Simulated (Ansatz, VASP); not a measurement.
# Two plane-wave programs on KI

```xyz
2
Lattice="0.0000 3.5020 3.4109 3.5020 0.0000 3.4109 3.5020 3.5020 0.0000" Properties=species:S:1:pos:R:3 pbc="T T T"
K     0.0000    0.0000   -0.2964
I     3.5020    3.5020    3.5022
```

Change from the starting cell: mode 6 frozen in at -0.296 Å, equal normal strain along x and y +0.0267.

Alike in both runs: task single point; functional LDA; k mesh 6 × 6 × 6; occupations gaussian, width 0.05 eV; no spin polarisation.

|  | VASP | Ansatz |
| --- | --- | --- |
| version | VASP 6.6.1 | Ansatz 0.2.0 |
| potentials or method | VASP PAW LDA potentials, release 64 (K_sv, I), cutoff 520 eV | scalar-relativistic, plane waves, PAW |
| valence electrons in the cell | 16 | 26 |

|  | VASP | Ansatz | Ansatz less VASP |
| --- | --- | --- | --- |
| gap on the k mesh at the Fermi level (eV) | 3.74 | 3.74 | -0.008 |
| least direct gap on the mesh (eV) | 3.74 | 3.74 | -0.008 |
| pressure (GPa) | 0.3 | 0.2 | -0.06 |
| traceless stress, the component that is largest in VASP (GPa) | 2.73 | 2.69 | -0.043 |
| rms of the force components (eV/Å) | 0.487 | 0.478 | -0.0087 |

LDA's correlation is that of Perdew and Zunger in VASP and of Perdew and Wang (1992) in Ansatz. Atom by atom the forces differ by 0.009 eV/Å (rms over components). VASP's potentials hold 16 valence electrons a cell and Ansatz's 26, so a difference there can come from the potentials and not from the codes.

Spin-orbit coupling is off throughout.
